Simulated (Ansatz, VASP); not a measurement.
Na: VASP beside Ansatz

```
Na
1.0
     3.92819    0.00000    0.00000
    -1.96410    3.40191    0.00000
     0.00000    0.00000   12.77198
Na
4
Direct
  0.00000 0.00000 0.00000
  0.00000 0.00000 0.50000
  0.33333 0.66667 0.25000
  0.66667 0.33333 0.75000
```

Alike in both runs: task single point; functional RPBE; k mesh 11 × 11 × 3; occupations fermi-dirac, width 0.1 eV; no spin polarisation.

|  | VASP | Ansatz |
| --- | --- | --- |
| version | VASP 6.6.1 | Ansatz 0.2.0 |
| potentials or method | VASP PAW PBE potentials, release 64 (Na_pv), cutoff 520 eV | plane waves (420 eV) with PAW, scalar-relativistic |
| valence electrons in the cell | 28 | 36 |

|  | VASP | Ansatz | Ansatz less VASP |
| --- | --- | --- | --- |
| pressure (GPa) | -0.5 | -0.4 | +0.01 |
| traceless stress, the component that is largest in VASP (GPa) | 0.10 | 0.10 | +0.003 |

VASP's potentials were made for PBE, not for RPBE. The functional is the same, so the differences come from potentials, cutoffs and numerics. VASP's potentials hold 28 valence electrons a cell and Ansatz's 36, so a difference there can come from the potentials and not from the codes.
